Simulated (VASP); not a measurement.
The system is BaPb3.

```
Ba Pb
1.0
     5.12378    0.00000    0.00000
     0.00000    5.12378    0.00000
     0.00000    0.00000    5.12378
Ba Pb
1 3
Cartesian
  0.0000 0.0000 0.0000
  0.0000 2.5619 2.5619
  2.5619 0.0000 2.5619
  2.5619 2.5619 0.0000
```

```yaml
Program: VASP 6.6.1
Task: relaxation of cell and atoms
Functional: PBEsol
Dispersion: D3(BJ)
Potentials_or_basis: VASP PAW PBE potentials, release 64 (Ba_sv, Pb_d)
Cutoff: 600 eV
k_mesh: 4 × 4 × 4
Occupations: fermi-dirac, width 0.1 eV
Spin: no spin polarisation
```

At the start: pressure -3.6 GPa; volume 33.63 Å³/atom.

**Question.** Where does the relaxation end?

**Answer.** Over 3 steps the energy falls by 43.3 meV/atom and the volume is 30.14 Å³/atom (-10.4 %); space group Pm-3m (No. 221, to 0.1 Å) before and after.

The path:
```tsv
step	energy change (eV)	largest force (eV/Å)	pressure (GPa)	volume (Å³)
1	0.0000	0.0000	-3.59	134.52
2	-0.1732	0.0000	0.07	120.38
3	-0.1732	0.0000	0.00	120.58
```

Final structure:
```yaml
crystal:
  lattice:
    - [4.94029, 0.00000, 0.00000]
    - [0.00000, 4.94029, 0.00000]
    - [0.00000, 0.00000, 4.94029]
  atoms:
    - { symbol: Ba, position: [0.00000, 0.00000, 0.00000] }
    - { symbol: Pb, position: [0.00000, 0.50000, 0.50000] }
    - { symbol: Pb, position: [0.50000, 0.00000, 0.50000] }
    - { symbol: Pb, position: [0.50000, 0.50000, 0.00000] }
```

Caveat: the PAW data sets were made with another functional, which shifts forces and pressure a little.
